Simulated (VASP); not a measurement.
Crystal: Ge.

```
Ge
1.0
     0.00000    2.83601    2.83601
     2.83601    0.00000    2.83601
     2.83601    2.83601    0.00000
Ge
2
Direct
  0.50000 0.50000 0.50000
  0.75000 0.75000 0.75000
```

Base run:

* Program: VASP 6.6.1
* Functional: r2SCAN
* Potentials or basis: VASP PAW PBE potentials, release 64 (Ge_d)
* Cutoff: 520 eV
* k mesh: 10 × 10 × 10
* Occupations: fermi-dirac, width 0.05 eV
* Spin: no spin polarisation

Its results: band gap on the k mesh 0.33 eV; pressure 0.1 GPa.

Question: The run is repeated on the same cell with these changes: k mesh from 10 × 10 × 10 to 3 × 3 × 3. What comes out?

Answer: Band gap on the k mesh 0.35 eV; pressure 1.1 GPa.

Caveats: some runs use coarse meshes; the PAW data sets were made with another functional, which shifts forces and pressure a little; an odd mesh through Γ misses points on the zone boundary, where band edges can lie (at least some runs).
